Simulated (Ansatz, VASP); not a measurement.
## Two plane-wave programs on AgCl

```
Ag Cl
1.0
     0.00000    2.69378    2.58154
     2.69378    0.00000    2.58154
     2.69378    2.69378    0.00000
Ag Cl
1 1
Direct
  0.50000 0.50000 0.50000
  0.00000 0.00000 0.00000
```

Change from the starting cell: strain -0.040 along x and y, -0.080 along z, atoms carried along.

Alike in both runs: task single point; functional PBE; k mesh 8 × 8 × 8; occupations gaussian, width 0.05 eV; no spin polarisation.

|  | VASP | Ansatz |
| --- | --- | --- |
| version | VASP 6.6.1 | Ansatz 0.2.0 |
| potentials or method | VASP PAW PBE potentials, release 64 (Ag, Cl), cutoff 520 eV | scalar-relativistic, plane waves, PAW |
| valence electrons in the cell | 18 | 26 |

|  | VASP | Ansatz | Ansatz less VASP |
| --- | --- | --- | --- |
| gap on the k mesh at the Fermi level (eV) | 0.78 | 0.79 | +0.003 |
| least direct gap on the mesh (eV) | 3.68 | 3.68 | -0.004 |
| pressure (GPa) | 10.7 | 10.9 | +0.19 |
| traceless stress, the component that is largest in VASP (GPa) | 2.21 | 2.24 | +0.023 |

VASP's potentials hold 18 valence electrons a cell and Ansatz's 26, so a difference there can come from the potentials and not from the codes.
